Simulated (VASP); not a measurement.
Here is a VASP 6.6.1 calculation.

File INCAR:

```
SYSTEM = Cd4Te
PREC = Accurate ; ENCUT = 600
EDIFF = 1E-6 ; ISMEAR = 0
SIGMA = 0.1 ; LREAL = .FALSE.
LASPH = .TRUE. ; NELM = 60
ALGO = Normal ; ISIF = 3
LWAVE = .FALSE. ; LCHARG = .FALSE.
GGA = PE ; IBRION = 2
NSW = 90 ; EDIFFG = -0.04
```

The input KPOINTS:

```
Automatic mesh
0
G
  4 4 4
  0 0 0
```

POSCAR

```
Cd4Te
1.0
    4.9581048200      0.0000000000      0.0000000000
    0.0000000000      4.9581048200      0.0000000000
    0.0000000000      0.0000000000      4.9581048200
Cd Te
4 1
Direct
    0.5000000000      0.5000000000      0.5000000000
    0.0000000000      0.5000000000      0.5000000000
    0.5000000000      0.0000000000      0.5000000000
    0.5000000000      0.5000000000      0.0000000000
    0.0000000000      0.0000000000      0.0000000000
```

Potentials or basis: VASP PAW PBE potentials, release 64 (Cd, Te).

Run with:

```console
$ cat potpaw_PBE.64/Cd/POTCAR potpaw_PBE.64/Te/POTCAR > POTCAR
$ mpirun -np 1 vasp_std > vasp.out
```

Q: Estimate the space group after relaxing (to 0.05 Å).

A: Pm-3m (No. 221).

Q: Estimate the band gap on the k mesh.

A: Zero (band 27 reaches 1.23 eV, above the bottom of band 28 at -0.72 eV).

Q: What does it give for the relaxed cell?

A: a = 5.480 Å, b = 5.480 Å, c = 5.480 Å, α = 90.00°, β = 90.00°, γ = 90.00°.

Q: Predict the relaxed volume.

A: 32.92 Å³/atom.

Final structure:
```cif
data_structure
_symmetry_space_group_name_H-M 'P 1'
_symmetry_Int_Tables_number 1
_cell_length_a 5.4803
_cell_length_b 5.4803
_cell_length_c 5.4803
_cell_angle_alpha 90.000
_cell_angle_beta 90.000
_cell_angle_gamma 90.000
_cell_volume 164.59
loop_
_atom_site_label
_atom_site_type_symbol
_atom_site_fract_x
_atom_site_fract_y
_atom_site_fract_z
_atom_site_occupancy
Cd1 Cd 0.50000 0.50000 0.50000 1
Cd2 Cd 0.00000 0.50000 0.50000 1
Cd3 Cd 0.50000 0.00000 0.50000 1
Cd4 Cd 0.50000 0.50000 0.00000 1
Te1 Te 0.00000 0.00000 0.00000 1
```

Caveat: the volume moved by over 15 % at a fixed basis, so the end points are rough; spin-orbit coupling is left out, which moves the levels of the heavy elements.
